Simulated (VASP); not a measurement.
# BaO (a) (Fm-3m) in VASP: further runs

Runs on BaO (a). Level: PBE. Tasks: single point.

All numbers are computed with VASP 6.6.1; they aren't measurements. Logs are shortened: lines on timing, memory, paths and dates and some standing lists are left out, and cuts for length are marked.

**1. The cell of the first run**

Symmetry: Fm-3m, No. 225, cubic system. The conventional cell has a = 5.574 Å, b = 5.574 Å, c = 5.574 Å, α = 90.00°, β = 90.00°, γ = 90.00°. Within 3.7 Å of Ba (site symmetry m-3m) lie 6 O at 2.79 Å. O (site symmetry m-3m) has 6 Ba at 2.79 Å within 3.7 Å.

**2. Single point, PBE**

INCAR reads:

```
PREC = Accurate
ENCUT = 600
EDIFF = 1E-6
ISMEAR = 0
SIGMA = 0.1
LREAL = F
LASPH = T
NELM = 120
ALGO = Normal
ISIF = 2
LWAVE = F
LCHARG = F
GGA = PE
NBANDS = 24
GGA_COMPAT = F
```

KPOINTS reads:

```
Automatic mesh
0
Gamma
  4 4 4
```

POSCAR reads:

```
BaO
1.0
    3.9414114873      0.0000000000      0.0000000000
    0.0000000000      3.9414114873      0.0000000000
    0.0000000000      0.0000000000      5.5739975803
Ba O
2 2
Direct
    0.0000000000      0.0000000000      0.0000000000
    0.5000000000      0.5000000000      0.5000000000
    0.5000000000      0.5000000000      0.0000000000
    0.0000000000      0.0000000000      0.5000000000
```

Potentials or basis: VASP PAW PBE potentials, release 64 (Ba_sv, O).

Launch:

```
> cat potpaw_PBE.64/Ba_sv/POTCAR potpaw_PBE.64/O/POTCAR > POTCAR
> mpirun -np 1 vasp_std > vasp.out
```

OUTCAR:

```text
PREC = Accurate
   ENCUT = 600
   EDIFF = 1E-6
   ISMEAR = 0
   LREAL = F
   LASPH = T
   NELM = 120
   ISIF = 2
   GGA = PE

 ion  position               nearest neighbor table
   1  0.000  0.000  0.000-   3 2.79   3 2.79   3 2.79   3 2.79   4 2.79   4 2.79   2 3.94   2 3.94
                             2 3.94   2 3.94   2 3.94   2 3.94   2 3.94   2 3.94
   2  0.500  0.500  0.500-   4 2.79   4 2.79   4 2.79   4 2.79   3 2.79   3 2.79   1 3.94   1 3.94
                             1 3.94   1 3.94   1 3.94   1 3.94   1 3.94   1 3.94
   3  0.500  0.500  0.000-   1 2.79   1 2.79   1 2.79   1 2.79   2 2.79   2 2.79
   4  0.000  0.000  0.500-   2 2.79   2 2.79   2 2.79   2 2.79   1 2.79   1 2.79

  LATTYP: Found a simple tetragonal cell.
 ALAT       =     3.9414114873
 C/A-ratio  =     1.4142135624

  Lattice vectors:

 A1 = (   3.9414114873,   0.0000000000,   0.0000000000)
 A2 = (   0.0000000000,   3.9414114873,   0.0000000000)
 A3 = (   0.0000000000,   0.0000000000,   5.5739975803)

Analysis of symmetry for initial positions (statically):
=====================================================================
 Subroutine PRICEL returns following result:

  LATTYP: Found a face centered cubic cell.
 ALAT       =     5.5739975803

  Lattice vectors:

 A1 = (  -1.9707057436,  -1.9707057436,  -2.7869987902)
 A2 = (   1.9707057436,  -1.9707057436,  -2.7869987902)
 A3 = (   0.0000000000,  -3.9414114873,   0.0000000000)

   2 primitive cells build up your supercell.

 Routine SETGRP: Setting up the symmetry group for a
 simple tetragonal supercell.

 Subroutine GETGRP returns: Found 16 space group operations
 (whereof 16 operations were pure point group operations)
 out of a pool of 16 trial point group operations.

The static configuration has the point symmetry D_4h.

Analysis of symmetry for dynamics (positions and initial velocities):
=====================================================================
 Subroutine PRICEL returns following result:

  LATTYP: Found a face centered cubic cell.
 ALAT       =     5.5739975803

  Lattice vectors:

 A1 = (  -1.9707057436,  -1.9707057436,  -2.7869987902)
 A2 = (   1.9707057436,  -1.9707057436,  -2.7869987902)
 A3 = (   0.0000000000,  -3.9414114873,   0.0000000000)

   2 primitive cells build up your supercell.
[... 96 lines left out ...]
   LNONCOLLINEAR =      F non collinear calculations
   LSORBIT =      F    spin-orbit coupling
   LASPH  =      T    aspherical Exc in radial PAW
   ENCUT  =  600.0 eV  44.10 Ry    6.64 a.u.   7.87  7.87 11.13*2*pi/ulx,y,z
   NELM   =    120;   NELMIN=  2; NELMDL= -5     # of ELM steps
   EDIFF  = 0.1E-05   stopping-criterion for ELM
   LREAL  =      F    real-space projection
   EDIFFG = 0.1E-04   stopping-criterion for IOM
   NSW    =      0    number of steps for IOM
   IBRION =     -1    ionic relax: 0-MD 1-quasi-New 2-CG
   NFREE  =      0    steps in history (QN), initial steepest desc. (CG)
   ISIF   =      2    stress and relaxation
   ISYM   =      2    0-nonsym 1-usesym 2-fastsym
   POTIM  = 0.5000    time-step for ionic-motion
   TEBEG  =    0.0;   TEEND  =   0.0 temperature during run
   PSTRESS=    0.0 pullay stress
   NELECT =      32.0000    total number of electrons
   NUPDOWN=      -1.0000    fix difference up-down
   EMIN   =  10.00;   EMAX   =-10.00  energy-range for DOS
   EFERMI =   0.00;   METHOD = LEGACY
   ISMEAR =     0;   SIGMA  =   0.10  broadening in eV -4-tet -1-fermi 0-gaus
   EFERMI_NEDOS =   21; number of points for ismear=-14 and -15
   IALGO  =     38    algorithm
   IMIX   =      4    mixing-type and parameters
     AMIX     =   0.40;   BMIX     =  1.00
     AMIX_MAG =   1.60;   BMIX_MAG =  1.00
  volume/ion in A,a.u.               =      21.65       146.09
  Fermi-wavevector in a.u.,A,eV,Ry     =   1.174811  2.220071 18.778505  1.380181
  Thomas-Fermi vector in A             =   2.311202
   LORBIT       =      0    0 simple, 1 ext, 2 COOP (PROOUT), +10 PAW based schemes
   GGA     = PE    functional components
   LHFCALC =     F    Hartree Fock is set to
   AEXX    =    0.0000 exact exchange contribution
   IVDW    =     0    specifies the selected vdW correction
   LEPSILON=     F    determine dielectric tensor
   LRPA    =     F    only Hartree local field effects (RPA)
 non-spin polarized calculation
 Gauss-broadening in eV      SIGMA  =   0.10
  energy-cutoff  :      600.00
  volume of cell :       86.59
 maximum number of plane-waves:      2916
 NGX is ok and might be reduce to    32
   NGX = 15   NGY = 15   NGZ = 23

 number of electron      31.9999995 magnetization

 Free energy of the ion-electron system (eV)
  ---------------------------------------------------
  ext. energy  EPLUGINS =         0.00000000
  ---------------------------------------------------
  free energy    TOTEN  =       -23.60957516 eV

  energy without entropy =      -23.60957516  energy(sigma->0) =      -23.60957516

 E-fermi :   2.2270     XC(G=0):  -9.5320

 val. band max:        1.7485591715   @ k =   0.5000   0.5000   0.0000
 cond. band min:       3.7834183795   @ k =   0.5000   0.5000   0.0000
 fundamental gap:      2.0348592080
 Fermi energy:         2.2270488170

 k-point     1 :       0.0000    0.0000    0.0000
  band No.  band energies     occupation
      1     -24.1670      2.00000
      2     -23.8673      2.00000
      3     -13.3644      2.00000
      4     -13.2116      2.00000
      5     -10.1118      2.00000
      6      -9.2639      2.00000
[... 475 lines left out ...]
     23      11.3935      0.00000
     24      11.3935      0.00000

------------------------ aborting loop because EDIFF is reached ----------------------------------------

  FORCE on cell =-STRESS in cart. coord.  units (eV):
  Direction    XX          YY          ZZ          XY          YZ          ZX
  --------------------------------------------------------------------------------------
  -------------------------------------------------------------------------------------
  Total        0.8116968      0.8116968      0.8075069      0.0000000      0.0000000      0.0000000
  in kB       15.0187598     15.0187598     14.9412355      0.0000000      0.0000000      0.0000000
  external PRESSURE =      14.9929184 kB  Pullay stress =       0.0000000 kB

 VOLUME and BASIS-vectors are now :
 -----------------------------------------------------------------------------
  energy-cutoff  :      600.00
  volume of cell :       86.59
      direct lattice vectors                 reciprocal lattice vectors
     3.941411487  0.000000000  0.000000000     0.253716214  0.000000000  0.000000000
     0.000000000  3.941411487  0.000000000     0.000000000  0.253716214  0.000000000
     0.000000000  0.000000000  5.573997580     0.000000000  0.000000000  0.179404455

 POSITION                                       TOTAL-FORCE (eV/Angst)
 -----------------------------------------------------------------------------------
      0.00000      0.00000      0.00000         0.000000      0.000000     -0.000000
      1.97071      1.97071      2.78700         0.000000      0.000000     -0.000000
      1.97071      1.97071      0.00000        -0.000000     -0.000000      0.000000
      0.00000      0.00000      2.78700         0.000000      0.000000      0.000000
 -----------------------------------------------------------------------------------
    total drift:                                0.000000     -0.000000     -0.000000

  FREE ENERGIE OF THE ION-ELECTRON SYSTEM (eV)
  ---------------------------------------------------
  free  energy   TOTEN  =       -23.6095751564 eV

  energy  without entropy=      -23.6095751564  energy(sigma->0) =      -23.60957516
```

OSZICAR:

```text
N       E                     dE             d eps       ncg     rms          rms(c)
DAV:   1     0.213594493317E+03    0.21359E+03   -0.16748E+04   864   0.137E+03
DAV:   2    -0.159506847281E+02   -0.22955E+03   -0.21442E+03  1344   0.261E+02
DAV:   3    -0.285605941543E+02   -0.12610E+02   -0.12495E+02  1200   0.633E+01
DAV:   4    -0.288325245851E+02   -0.27193E+00   -0.27186E+00  1128   0.826E+00
DAV:   5    -0.288362651538E+02   -0.37406E-02   -0.37404E-02  1168   0.820E-01    0.134E+01
DAV:   6    -0.239741892197E+02    0.48621E+01   -0.26540E+01  1008   0.270E+01    0.893E+00
DAV:   7    -0.236361781618E+02    0.33801E+00   -0.25197E+00   968   0.858E+00    0.315E+00
DAV:   8    -0.235958007171E+02    0.40377E-01   -0.21706E-01   968   0.345E+00    0.107E+00
DAV:   9    -0.236065731435E+02   -0.10772E-01   -0.25729E-02  1128   0.113E+00    0.274E-01
DAV:  10    -0.236094646592E+02   -0.28915E-02   -0.35666E-03   960   0.411E-01    0.599E-02
DAV:  11    -0.236095525826E+02   -0.87923E-04   -0.49594E-04  1144   0.141E-01    0.168E-02
DAV:  12    -0.236095757510E+02   -0.23168E-04   -0.98968E-05   952   0.625E-02    0.137E-02
DAV:  13    -0.236095746664E+02    0.10845E-05   -0.96021E-06  1032   0.192E-02    0.634E-03
DAV:  14    -0.236095751564E+02   -0.48999E-06   -0.79566E-07   696   0.573E-03
   1 F= -.23609575E+02 E0= -.23609575E+02  d E =-.299938E-12
```

stdout:

```text
POSCAR found type information on POSCAR BaO
 POSCAR found :  2 types and       4 ions
 scaLAPACK will be used
 LDA part: xc-table for (Slater+PW92), standard interpolation
 POSCAR, INCAR and KPOINTS ok, starting setup
 FFT: planning ... GRIDC
 FFT: planning ... GRID_SOFT
 FFT: planning ... GRID
 WAVECAR not read
 entering main loop
```

Run time: 58 s. Hardware: 1 thread of AMD EPYC 7R13, shared host; peak memory 0.2 GiB.

Results:

```
Free energy            : -23.6096 eV
Pressure               : 1.5 GPa
Band gap on the k mesh : 2.03 eV
```

Caveat: spin-orbit coupling is left out, which moves the levels of the heavy elements. Expect the measured gap to be larger: semilocal functionals such as PBE lack the derivative discontinuity.

**3. Single point, PBE**

Edit INCAR of step 2 so:

```diff
@@ -4,3 +4,3 @@
 ISMEAR = 0
-SIGMA = 0.1
+SIGMA = 0.02
 LREAL = F
```

KPOINTS reads:

```
regular mesh
0
Gamma
  8 8 6
```

POSCAR is that of step 2.

Potentials or basis: VASP PAW PBE potentials, release 64 (Ba_sv, O).

Launch:

```
> cat potpaw_PBE.64/Ba_sv/POTCAR potpaw_PBE.64/O/POTCAR > POTCAR
> mpirun -np 1 vasp_std > vasp.out
```

Wall time 2.9 min (1 thread of AMD EPYC 7R13, shared host); peak memory 0.27 GiB.

The run converged. Its results:

* Free energy: -23.6132 eV
* Pressure: 1.5 GPa
* Band gap on the k mesh: 2.04 eV

Levels at points of the mesh, in eV from the valence-band top:
```
           k point  band 14  band 15  band 16  band 17  band 18  band 19
(0.00, 0.00, 0.00)    -0.13    -0.13     0.00     2.04     3.47     4.69
(0.50, 0.00, 0.00)    -1.27    -0.36    -0.36     4.74     4.74     5.67
(0.50, 0.50, 0.00)    -0.13     0.00     0.00     2.04     2.04     5.90
(0.00, 0.00, 0.50)    -0.30    -0.30    -0.30     3.03     3.03     5.14
(0.50, 0.00, 0.50)    -1.39    -1.39    -1.39     4.91     4.91     7.10
(0.50, 0.50, 0.50)    -0.19    -0.19    -0.19     4.61     4.61     4.61
```

Caveat: spin-orbit coupling is left out, which moves the levels of the heavy elements.
